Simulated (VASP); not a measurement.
A run of VASP 6.6.1:

File INCAR:

```
SYSTEM = Si2As
PREC = Accurate
ENCUT = 520
EDIFF = 1E-6
ISMEAR = 0
SIGMA = 0.1
LREAL = .False.
LASPH = .True.
NELM = 100
ALGO = Normal
ISIF = 2
LWAVE = .False.
LCHARG = .False.
GGA = PE
NBANDS = 22
```

Contents of KPOINTS:

```
regular mesh
0
Gamma
  4 4 6
  0 0 0
```

Contents of POSCAR:

```
Si2As
1.0
    5.8366991600      0.0000000000      0.0000000000
    0.0000000000      5.8366991600      0.0000000000
    0.0000000000      0.0000000000      3.5552235200
Si As
4 2
Direct
    0.2959747000      0.2959747000      0.0000000000
    0.7040253000      0.7040253000      0.0000000000
    0.7959747000      0.2040253000      0.5000000000
    0.2040253000      0.7959747000      0.5000000000
    0.0000000000      0.0000000000      0.0000000000
    0.5000000000      0.5000000000      0.5000000000
```

Potentials or basis: VASP PAW PBE potentials, release 64 (Si, As).

The run is started by

```console
$ cat potpaw_PBE.64/Si/POTCAR potpaw_PBE.64/As/POTCAR > POTCAR
$ mpirun -np 1 vasp_std > vasp.out
```

Hardware: 1 thread of Intel(R) Xeon(R) Platinum 8488C (Sapphire Rapids), with other jobs on the host.

Question: Estimate the wall time of this run.

Answer: Wall time 37 s on 1 thread of Intel(R) Xeon(R) Platinum 8488C (Sapphire Rapids), with other jobs on the host, peak memory 0.25 GiB. Counts: scf iterations 14, k points 24.
